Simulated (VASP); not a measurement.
Runs of VASP 6.6.1 on O. The structure is that of space group R-3m (No. 166), or close to it. The cells are those of the table. 

```tsv
task	cell	gap on the mesh (eV)	pressure (GPa)	largest force (eV/Å)
electric field gradients	a = 3.733 Å, angles 44.2°, 2 atoms	none	14.9	6.00
electric field gradients	a = 3.758 Å, angles 44.2°, 2 atoms	none	12.0	5.12
electric field gradients	a = 3.834 Å, angles 44.2°, 2 atoms	none	(a)	2.81
electric field gradients	a = 3.784 Å, angles 44.2°, 2 atoms	none	9.3	4.30
single point	a = 3.758 Å, angles 44.2°, 2 atoms	none	12.0	5.12
```

Alike in all rows: level PBE; potentials or basis VASP PAW PBE potentials, release 64 (O); no spin polarisation; k mesh 10 × 10 × 10; cutoff (eV) 520; smearing fermi-dirac 0.02 eV.

Task: Estimate the missing entries.

Result: (a) 4.8.

Caveats: the standard files for N, O and F lose accuracy on very short bonds; spin is off for a triplet molecule; this functional lacks dispersion, which holds the molecules together, so the pressure and a relaxed volume are unreliable; forces of over 1 eV/Å act on the atoms, so gaps and moduli don't describe the material at rest; the stress differs along the axes, from -6 to 48 GPa (at least some runs); the stress differs along the axes, from -6 to 57 GPa (at least some runs); the stress differs along the axes, from -6 to 27 GPa (at least some runs).

A gap of «none» marks levels without a gap at the run's occupations.
